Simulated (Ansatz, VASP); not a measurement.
# Two plane-wave programs on MgO

The input INCAR:

```
PREC     = Accurate       # precision mode
ENCUT    = 840            # plane-wave cutoff, eV
EDIFF    = 1E-6           # SCF threshold, eV
ISMEAR   = 0              # smearing method
SIGMA    = 0.01           # smearing width, eV
LREAL    = F              # projectors in reciprocal space
LASPH    = T              # aspherical terms in the spheres
NELM     = 120            # most SCF steps
ALGO     = Normal         # electronic algorithm
ISIF     = 2              # what is computed and relaxed
LWAVE    = F              # write WAVECAR
LCHARG   = T              # write CHGCAR
LELF     = T              # ELF
LVHAR    = T            
NBANDS   = 15             # bands
GGA_COMPAT= F
```

Contents of KPOINTS:

```
Automatic mesh
0
Gamma
  10 10 10
```

The input POSCAR:

```
MgO
1.0
    2.6233490555      0.0000000000      0.0000000000
    0.0000000000      2.6233490555      0.0000000000
    0.0000000000      0.0000000000      2.6233490555
Mg O
1 1
Direct
    0.0000000000      0.0000000000      0.0000000000
    0.5000000000      0.5000000000      0.5000000000
```

Input for Ansatz:

```yaml
crystal:
  lattice:
    - [2.6233490555, 0.0, 0.0]
    - [0.0, 2.6233490555, 0.0]
    - [0.0, 0.0, 2.6233490555]
  atoms:
    - { symbol: Mg, position: [0.0, 0.0, 0.0] }
    - { symbol: O, position: [0.5, 0.5, 0.5] }
kpoints:
  mp_grid: { grid: [10, 10, 10] }
  band_path:
    path:
      - [0.0, 0.0, 0.0]
      - [0.0, 0.5, 0.0]
      - [0.5, 0.5, 0.0]
      - [0.5, 0.5, 0.5]
      - [0.0, 0.5, 0.5]
    npoints: 1
hamiltonian:
  xc: lda
scf:
  occupations: { method: fixed }
  n_extra_bands: 4
output:
  forces: true
  stress: true
  eigenvalues: true
  write_density: true
  write_potential: true
  elf: true
  volumetric_format: npy
```

Alike in both runs: task single point; functional LDA; k mesh 10 × 10 × 10; no spin polarisation.

|  | VASP | Ansatz |
| --- | --- | --- |
| version | VASP 6.6.1 | Ansatz 0.2.0 |
| potentials or method | VASP PAW LDA potentials, release 64 (Mg_sv, O) | plane waves, PAW |
| plane-wave cutoff (eV) | 840 | 420 |
| occupations | gaussian, width 0.01 eV | fixed |
| valence electrons in the cell | 16 | 16 |

Ansatz gave:

| Property | Result |
| --- | --- |
| gap on the k mesh at the Fermi level (eV) | 2.57 |
| pressure (GPa) | -4.4 |

**Question.** What did VASP give for the same quantities?

**Answer.** gap on the k mesh at the Fermi level (eV): 2.59; pressure (GPa): -4.1.

LDA's correlation is that of Perdew and Zunger in VASP and of Perdew and Wang (1992) in Ansatz.
